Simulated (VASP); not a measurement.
Input of a VASP 6.6.1 run:

File INCAR:

```
PREC = Accurate ; ENCUT = 520
EDIFF = 1E-6 ; ISMEAR = 0
SIGMA = 0.15 ; LREAL = False
LASPH = True ; NELM = 100
ALGO = Fast ; ISIF = 2
LWAVE = False ; LCHARG = False
GGA = PE ; NBANDS = 9
```

File KPOINTS:

```
regular mesh
0
Gamma
  24 24 14
```

Contents of POSCAR:

```
Be
1.0
    2.2275949623      0.0000000000      0.0000000000
   -1.1137974812      1.9291538267      0.0000000000
    0.0000000000      0.0000000000      3.8371270944
Be
2
Direct
    0.3333333333      0.6666666667      0.2500000000
    0.6666666667      0.3333333333      0.7500000000
```

Potentials or basis: VASP PAW PBE potentials, release 64 (Be).

Run with:

```sh
$ cat potpaw_PBE.64/Be/POTCAR > POTCAR
$ mpirun -np 1 vasp_std > vasp.out
```

Question: What does it give for the band gap on the k mesh?

Answer: Zero (band 2 reaches 7.49 eV, above the bottom of band 3 at 6.07 eV).

Question: What does it give for the pressure?

Answer: -3.7 GPa.

Stress tensor (GPa, compression positive):
```
  3.57   0.00   0.00
  0.00   3.57   0.00
  0.00   0.00 -18.20
```
